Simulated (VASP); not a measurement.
Here is a VASP 6.6.1 calculation.

File INCAR:

```
PREC = Accurate ; ENCUT = 600
EDIFF = 1E-6 ; ISMEAR = -1
SIGMA = 0.05 ; LREAL = False
LASPH = True ; NELM = 120
ALGO = Normal ; ISIF = 2
LWAVE = False ; LCHARG = True
GGA = B5 ; ALDAX = 1.0
AGGAX = 1.0 ; AGGAC = 1.0
ALDAC = 0.0 ; IVDW = 13
VDW_S6 = 1.0 ; VDW_S8 = 2.34076671
VDW_A1 = 0.44488865 ; VDW_A2 = 4.0933009
LELF = True ; LVHAR = True
NBANDS = 11 ; GGA_COMPAT = False
```

Contents of KPOINTS:

```
Automatic mesh
0
Gamma
  10 10 10
```

File POSCAR:

```
SiC
1.0
    0.0000000000      2.1643753983      2.1643753983
    2.1643753983      0.0000000000      2.1643753983
    2.1643753983      2.1643753983      0.0000000000
Si C
1 1
Direct
    0.0000000000      0.0000000000      0.0000000000
    0.7500000000      0.7500000000      0.7500000000
```

Potentials or basis: VASP PAW PBE potentials, release 64 (Si, C).

Launch:

```bash
$ cat potpaw_PBE.64/Si/POTCAR potpaw_PBE.64/C/POTCAR > POTCAR
$ mpirun -np 1 vasp_std > vasp.out
```

Question: What does it give for the band gap on the k mesh?

Answer: 1.69 eV, indirect (least direct gap 4.86 eV).

Question: Predict the dispersion energy per atom.

Answer: -0.652 eV.

 A k mesh can miss the band edges.
